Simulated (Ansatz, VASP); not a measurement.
**One calculation of AlN, two programs**

```
Al N
1.0
     3.11359    0.00000    0.00000
    -1.55679    2.69645    0.00000
     0.00000    0.00000    4.98313
Al N
2 2
Direct
  0.33333 0.66667 0.99900
  0.66667 0.33333 0.49900
  0.33333 0.66667 0.38100
  0.66667 0.33333 0.88100
```

Alike in both runs: functional PBEsol; k mesh 12 × 12 × 6; occupations fermi-dirac, width 0.02 eV; no spin polarisation.

Ansatz relaxed the structure, and its values are those at the end. VASP's run is a single point on that final structure, the one shown.

|  | VASP | Ansatz |
| --- | --- | --- |
| version | VASP 6.6.1 | Ansatz 0.2.0 |
| potentials or method | VASP PAW PBE potentials, release 64 (Al, N), cutoff 600 eV | PAW plane waves |
| valence electrons in the cell | 16 | 16 |

|  | VASP | Ansatz | Ansatz less VASP |
| --- | --- | --- | --- |
| gap on the k mesh at the Fermi level (eV) | 4.11 | 4.10 | -0.016 |
| pressure (GPa) | -0.2 | 0.0 | +0.16 |

VASP's potentials were made for PBE, not for PBEsol, and Ansatz warns of the same on its side.
